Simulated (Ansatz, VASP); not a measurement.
**SiB6 in VASP and in Ansatz**

```
Si B
1.0
     4.13000    0.00000    0.00000
     0.00000    4.13000    0.00000
     0.00000    0.00000    4.13000
Si B
1 6
Direct
  0.00000 0.00000 0.00000
  0.21000 0.50000 0.50000
  0.50000 0.21000 0.50000
  0.79000 0.50000 0.50000
  0.50000 0.79000 0.50000
  0.50000 0.50000 0.21000
  0.50000 0.50000 0.79000
```

Alike in both runs: task relaxation of cell and atoms; functional PBE; k mesh 6 × 6 × 6; occupations gaussian, width 0.1 eV; no spin polarisation.

```csv
,VASP,Ansatz
version,VASP 6.6.1,Ansatz 0.2.0
potentials or method,"VASP PAW PBE potentials, release 64 (Si, B), cutoff 600 eV","scalar-relativistic, plane waves, PAW"
valence electrons in the cell,22,22
```

Ansatz gave:

| Property | Result |
| --- | --- |
| gap on the k mesh at the Fermi level, each at its own relaxed structure (eV) | 0.06 |
| relaxed volume (Å³/atom) | 10.09 |
| relaxed cell length with the largest relative difference (Å) | 4.134 |

Q: Which values does VASP return?

A: gap on the k mesh at the Fermi level, each at its own relaxed structure (eV): 0.06; relaxed volume (Å³/atom): 10.07; relaxed cell length with the largest relative difference (Å): 4.131.
